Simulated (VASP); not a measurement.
Write the native input for VASP 6.6.1 that does the following.

```yaml
Task: single point
Functional: LDA
Potentials_or_basis: VASP PAW LDA potentials, release 64 (La, Na_pv)
Cutoff: 520 eV
k_mesh: 9 × 9 × 4
Occupations: gaussian, width 0.05 eV
Spin: no spin polarisation
Dipole_correction: no
Further_INCAR_settings: ALGO = Fast; EDIFF = 1e-06; NBANDS = 16
```

The structure of NaLa lies in POSCAR:

```
NaLa
1.0
    3.5326331588      0.0000000000      0.0000000000
   -1.7663165794      3.0593500578      0.0000000000
    0.0000000000      0.0000000000      6.3514227791
La Na
1 1
Direct
    0.0000000000      0.0000000000      0.5000000000
    0.6666666667      0.3333333333      0.0000000000
```

This cell differs from its parent crystal: volume scaled by 0.94.

These files were run (other wordings do the same):

INCAR

```
PREC = Accurate
ENCUT = 520
EDIFF = 1E-6
ISMEAR = 0
SIGMA = 0.05
LREAL = F
LASPH = T
NELM = 100
ALGO = Fast
ISIF = 2
LWAVE = F
LCHARG = F
NBANDS = 16
```

KPOINTS

```
Automatic mesh
0
Gamma
  9 9 4
```

Potentials or basis: VASP PAW LDA potentials, release 64 (La, Na_pv).

The run is started by

```sh
$ cat potpaw_LDA.64/La/POTCAR potpaw_LDA.64/Na_pv/POTCAR > POTCAR
$ mpirun -np 1 vasp_std > vasp.out
```

It gave:

```
Pressure               : -1.4 GPa
Band gap on the k mesh : zero (band 9 reaches 4.55 eV, above the bottom of band 10 at 4.03 eV)
```

Caveat: spin-orbit coupling is left out, which moves the levels of the heavy elements.

Run time: 54 s on 1 thread of AMD EPYC 9R45 96-Core Processor (Zen 5) (shared host), peak memory 0.17 GiB.
